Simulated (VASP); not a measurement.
# SiO2 (I-42d) in VASP: notebook, part 2 of 2

VASP 6.6.1.

## (4) Single point, PBE

This run uses another cell than the first one, of 14.07 Å³/atom.

File POSCAR:

```
SiO2
1.0
   -2.3740500000      2.3740500000      3.7440000000
    2.3740500000     -2.3740500000      3.7440000000
    2.3740500000      2.3740500000     -3.7440000000
Si O
2 4
Direct
    0.0000000000      0.0000000000      0.0000000000
    0.7500000000      0.2500000000      0.5000000000
    0.9983800000      0.6250000000      0.8733800000
    0.3750000000      0.2483800000      0.3733800000
    0.7516200000      0.1250000000      0.1266200000
    0.8750000000      0.0016200000      0.6266200000
```

File INCAR.step1:

```
SYSTEM = SiO2
PREC = Accurate
ENCUT = 520
EDIFF = 1E-6
ISMEAR = -1
SIGMA = 0.03
LREAL = .False.
LASPH = .True.
NELM = 60
ALGO = Normal
ISIF = 2
LWAVE = .False.
LCHARG = .True.
GGA = PE
NBANDS = 25
```

File KPOINTS.step1:

```
Automatic mesh
0
Gamma
  7 7 7
  0 0 0
```

File INCAR.step2:

```
SYSTEM = SiO2
PREC = Accurate
ENCUT = 520
EDIFF = 1E-6
ISMEAR = -5
SIGMA = 0.03
LREAL = .False.
LASPH = .True.
NELM = 60
ALGO = Normal
ISIF = 2
LWAVE = .False.
LCHARG = .False.
GGA = PE
LORBIT = 11
NBANDS = 25
NEDOS = 2001
ICHARG = 11
```

File KPOINTS.step2:

```
Automatic mesh
0
Gamma
  11 11 11
  0 0 0
```

On the command line:

```
$ cat potpaw_PBE.64/Si/POTCAR potpaw_PBE.64/O/POTCAR > POTCAR
$ cp INCAR.step1 INCAR
$ cp KPOINTS.step1 KPOINTS
$ mpirun -np 1 vasp_std > vasp.out
$ cp INCAR.step2 INCAR
$ cp KPOINTS.step2 KPOINTS
$ mpirun -np 1 vasp_std > vasp.out
```

Wall time 6.6 min (1 thread of Intel Xeon 8259CL, shared host); peak memory 0.37 GiB.

The run converged. Its results:

- Valence electrons inside the program's atomic spheres: Si 1.65; O 5.24

Levels at points of the mesh, in eV from the valence-band top:
```tsv
k point	band 12	band 13	band 14	band 15	band 16	band 17	band 18	band 19	band 20	band 21
(0.00, 0.00, 0.00)	-1.35	-1.32	-1.03	0.00	0.00	6.04	8.71	11.33	11.33	11.43
```

## (5) Electric field gradients, PBE (13.22 Å³/atom)

This run uses another cell than the first one, of 13.22 Å³/atom.

File INCAR:

```
PREC     = Accurate       # precision mode
ENCUT    = 520            # plane-wave cutoff, eV
EDIFF    = 1E-8           # SCF threshold, eV
ISMEAR   = -1             # smearing method
SIGMA    = 0.03           # smearing width, eV
LREAL    = False          # projectors in reciprocal space
LASPH    = True           # aspherical terms in the spheres
NELM     = 80             # most SCF steps
ALGO     = Normal         # electronic algorithm
ISIF     = 2              # what is computed and relaxed
LWAVE    = False          # write WAVECAR
LCHARG   = False          # write CHGCAR
GGA      = PE             # functional
LEFG     = True         
NBANDS   = 25             # bands
```

File KPOINTS:

```
regular mesh
0
Gamma
  7 7 7
```

POSCAR: that of step 4 with these lines changed.

```diff
@@ -2,5 +2,5 @@
 1.0
-   -2.3740500000      2.3740500000      3.7440000000
-    2.3740500000     -2.3740500000      3.7440000000
-    2.3740500000      2.3740500000     -3.7440000000
+   -2.3255864014      2.3255864014      3.6675703910
+    2.3255864014     -2.3255864014      3.6675703910
+    2.3255864014      2.3255864014     -3.6675703910
 Si O
```

Potentials or basis: VASP PAW PBE potentials, release 64 (Si, O).

On the command line:

```
$ cat potpaw_PBE.64/Si/POTCAR potpaw_PBE.64/O/POTCAR > POTCAR
$ mpirun -np 1 vasp_std > vasp.out
```

OUTCAR:

```text
PREC = Accurate
   ENCUT = 520
   EDIFF = 1E-8
   ISMEAR = -1
   LREAL = False
   LASPH = True
   NELM = 80
   ISIF = 2
   GGA = PE

 ion  position               nearest neighbor table
   1  0.000  0.000  0.000-   3 1.59   4 1.59   5 1.59   6 1.59   2 2.96   2 2.96   2 2.96   2 2.96

   2  0.750  0.250  0.500-   3 1.59   4 1.59   5 1.59   6 1.59   1 2.96   1 2.96   1 2.96   1 2.96

   3  0.998  0.625  0.873-   1 1.59   2 1.59
   4  0.375  0.248  0.373-   1 1.59   2 1.59
   5  0.752  0.125  0.127-   1 1.59   2 1.59
   6  0.875  0.002  0.627-   1 1.59   2 1.59

  LATTYP: Found a body centered tetragonal cell.
 ALAT       =     4.6511728028
 C/A-ratio  =     1.5770518734

  Lattice vectors:

 A1 = (  -2.3255864014,   2.3255864014,   3.6675703910)
 A2 = (   2.3255864014,  -2.3255864014,   3.6675703910)
 A3 = (   2.3255864014,   2.3255864014,  -3.6675703910)

Analysis of symmetry for initial positions (statically):
=====================================================================
 Subroutine PRICEL returns:
 Original cell was already a primitive cell.

 Routine SETGRP: Setting up the symmetry group for a
 body centered tetragonal supercell.

 Subroutine GETGRP returns: Found  8 space group operations
 (whereof  4 operations were pure point group operations)
 out of a pool of 16 trial point group operations.

The static configuration has the point symmetry S_4 .
 The point group associated with its full space group is D_2d.

Analysis of symmetry for dynamics (positions and initial velocities):
=====================================================================
 Subroutine PRICEL returns:
 Original cell was already a primitive cell.
[... 852 lines left out ...]
  Total        8.1761342      8.1761342      7.4278539      0.0000000     -0.0000000      0.0000000
  in kB      165.1030850    165.1030850    149.9928396      0.0000000     -0.0000000      0.0000000
  external PRESSURE =     160.0663365 kB  Pullay stress =       0.0000000 kB

 VOLUME and BASIS-vectors are now :
 -----------------------------------------------------------------------------
  energy-cutoff  :      520.00
  volume of cell :       79.34
      direct lattice vectors                 reciprocal lattice vectors
    -2.325586401  2.325586401  3.667570391     0.000000000  0.214999537  0.136330035
     2.325586401 -2.325586401  3.667570391     0.214999537  0.000000000  0.136330035
     2.325586401  2.325586401 -3.667570391     0.214999537  0.214999537  0.000000000

 POSITION                                       TOTAL-FORCE (eV/Angst)
 -----------------------------------------------------------------------------------
      0.00000      0.00000      0.00000         0.000000      0.000000      0.000000
      0.00000      2.32559      1.83379        -0.000000      0.000000     -0.000000
      1.16279      2.89945      2.75068         0.000000      1.011487     -0.000000
      0.57386      1.16279      0.91689         1.011487      0.000000     -0.000000
     -1.16279      1.75172      2.75068         0.000000     -1.011487      0.000000
     -0.57386      3.48838      0.91689        -1.011487      0.000000      0.000000
 -----------------------------------------------------------------------------------
    total drift:                               -0.000001     -0.000001     -0.000001

  FREE ENERGIE OF THE ION-ELECTRON SYSTEM (eV)
  ---------------------------------------------------
  free  energy   TOTEN  =       -47.0826737390 eV

  energy  without entropy=      -47.0826737389  energy(sigma->0) =      -47.08267374

 Electric field gradients (V/A^2)
---------------------------------------------------------------------
 ion       V_xx      V_yy      V_zz      V_xy      V_xz      V_yz
---------------------------------------------------------------------
   1       2.798     2.799    -5.597    -0.000    -0.000     0.000
   2       2.799     2.798    -5.597    -0.000     0.000    -0.000
   3      24.901   -25.422     0.520     0.002    61.415     0.002
   4     -25.422    24.901     0.520     0.002     0.002    61.415
   5      24.901   -25.422     0.521     0.002   -61.411     0.002
   6     -25.422    24.901     0.521     0.002     0.002   -61.411
---------------------------------------------------------------------

 Electric field gradients after diagonalization (V/A^2)
 (convention: |V_zz| > |V_xx| > |V_yy|)
----------------------------------------------------------------------
 ion       V_xx      V_yy      V_zz     asymmetry (V_yy - V_xx)/ V_zz
----------------------------------------------------------------------
   1       2.799     2.798    -5.597       0.000
   2       2.799     2.798    -5.597       0.000
   3     -49.903   -25.422    75.324       0.325
   4     -49.903   -25.422    75.324       0.325
   5     -49.899   -25.422    75.321       0.325
   6     -49.899   -25.422    75.321       0.325
----------------------------------------------------------------------

           NMR quadrupolar parameters

 Cq : quadrupolar parameter    Cq=e*Q*V_zz/h
 eta: asymmetry parameters     (V_yy - V_xx)/ V_zz
 Q  : nuclear electric quadrupole moment in mb (millibarn)
----------------------------------------------------------------------
 ion       Cq(MHz)       eta       Q (mb)
----------------------------------------------------------------------
   1      -0.014       0.000       1.000
   2      -0.014       0.000       1.000
   3       0.182       0.325       1.000
   4       0.182       0.325       1.000
   5       0.182       0.325       1.000
   6       0.182       0.325       1.000
----------------------------------------------------------------------
```

OSZICAR:

```text
N       E                     dE             d eps       ncg     rms          rms(c)
DAV:   1     0.171410549837E+03    0.17141E+03   -0.16531E+04  2000   0.116E+03
DAV:   2    -0.428153996007E+02   -0.21423E+03   -0.20596E+03  2625   0.277E+02
DAV:   3    -0.536235640968E+02   -0.10808E+02   -0.10768E+02  2686   0.639E+01
DAV:   4    -0.537249533793E+02   -0.10139E+00   -0.10135E+00  2407   0.702E+00
DAV:   5    -0.537261516637E+02   -0.11983E-02   -0.11981E-02  2686   0.749E-01    0.221E+01
DAV:   6    -0.471014585285E+02    0.66247E+01   -0.19878E+01  2452   0.287E+01    0.111E+01
DAV:   7    -0.470864662260E+02    0.14992E-01   -0.80074E-01  2621   0.490E+00    0.379E+00
DAV:   8    -0.470755817239E+02    0.10885E-01   -0.45746E-02  2558   0.173E+00    0.145E+00
DAV:   9    -0.470814272612E+02   -0.58455E-02   -0.23338E-02  2532   0.110E+00    0.252E-01
DAV:  10    -0.470826171766E+02   -0.11899E-02   -0.17498E-03  2303   0.267E-01    0.767E-02
DAV:  11    -0.470826620909E+02   -0.44914E-04   -0.24546E-04  2543   0.118E-01    0.155E-02
DAV:  12    -0.470826716503E+02   -0.95594E-05   -0.12872E-05  2318   0.242E-02    0.686E-03
DAV:  13    -0.470826735316E+02   -0.18813E-05   -0.24784E-06  2504   0.109E-02    0.498E-03
DAV:  14    -0.470826737132E+02   -0.18159E-06   -0.20856E-07  2456   0.322E-03    0.149E-03
DAV:  15    -0.470826737484E+02   -0.35276E-07   -0.15732E-08  2152   0.889E-04    0.381E-04
DAV:  16    -0.470826737390E+02    0.94428E-08   -0.10573E-09  1800   0.242E-04
   1 F= -.47082674E+02 E0= -.47082674E+02  d E =-.531730E-10
```

stdout:

```text
POSCAR found type information on POSCAR SiO
 POSCAR found :  2 types and       6 ions
 scaLAPACK will be used
 LDA part: xc-table for (Slater+PW92), standard interpolation
 POSCAR, INCAR and KPOINTS ok, starting setup
 FFT: planning ... GRIDC
 FFT: planning ... GRID_SOFT
 FFT: planning ... GRID
 WAVECAR not read
 entering main loop
ion   1

ion   2

ion   3

ion   4

ion   5

ion   6
```

Wall time 85 s (1 thread of Intel Xeon Platinum 8259CL at 2.50GHz (Skylake/Cascade Lake), shared host); peak memory 0.25 GiB.

Results:

| Quantity | Value |
| --- | --- |
| Free energy | -47.0827 eV |
| Pressure | 16.0 GPa |
| Largest force | 1.011 eV/Å |
| Band gap on the k mesh | 6.45 eV |
| Largest electric field gradient by atom | Si -5.6; O +75.3 V/Å² |

Forces in eV/Å, atoms in the order of the input:
```
Si   0.000  0.000  0.000
Si   0.000  0.000  0.000
O    0.000  1.011  0.000
O    1.011  0.000  0.000
O    0.000 -1.011  0.000
O   -1.011  0.000  0.000
```

Electric field gradients, principal values (V/Å²):
```tsv
atom	least	middle	greatest (by size)
1 Si	2.798	2.799	-5.597
2 Si	2.798	2.799	-5.597
3 O	-25.422	-49.903	75.324
4 O	-25.422	-49.903	75.324
5 O	-25.422	-49.899	75.321
6 O	-25.422	-49.899	75.321
```

Caveat: the cell stands under pressure; without QUAD_EFG the Cq values of the log hold for a quadrupole moment of 1 mb, not for the nuclei; an odd mesh through Γ misses points on the zone boundary, where band edges can lie; forces of over 1 eV/Å act on the atoms, so gaps and moduli don't describe the material at rest.

## (6) The runs side by side

```csv
task,cell,k mesh for the DOS,occupations for the DOS,gap on the mesh (eV),pressure (GPa),largest force (eV/Å)
electric field gradients,"a = 5.062 Å, angles 123.7, 123.7, 83.8°, 6 atoms",-,-,5.90,0.3,0.12
electric field gradients,"a = 5.128 Å, angles 123.7, 123.7, 83.8°, 6 atoms",-,-,5.62,-5.4,0.56
single point,"a = 5.029 Å, angles 123.7, 123.7, 83.8°, 6 atoms",11 × 11 × 11,tetrahedron,-,-,-
electric field gradients,"a = 4.926 Å, angles 123.7, 123.7, 83.8°, 6 atoms",-,-,6.45,16.0,1.01
```

Alike in all rows: level PBE; potentials or basis VASP PAW PBE potentials, release 64 (Si, O); no spin polarisation; k mesh 7 × 7 × 7; cutoff (eV) 520; smearing fermi-dirac 0.03 eV.

Caveats: an odd mesh through Γ misses points on the zone boundary, where band edges can lie (at least some runs); the cell stands under tension (at least some runs); the cell stands under pressure (at least some runs); forces of over 1 eV/Å act on the atoms, so gaps and moduli don't describe the material at rest (at least some runs).

Absolute energies hang on the potentials; compare differences alone.
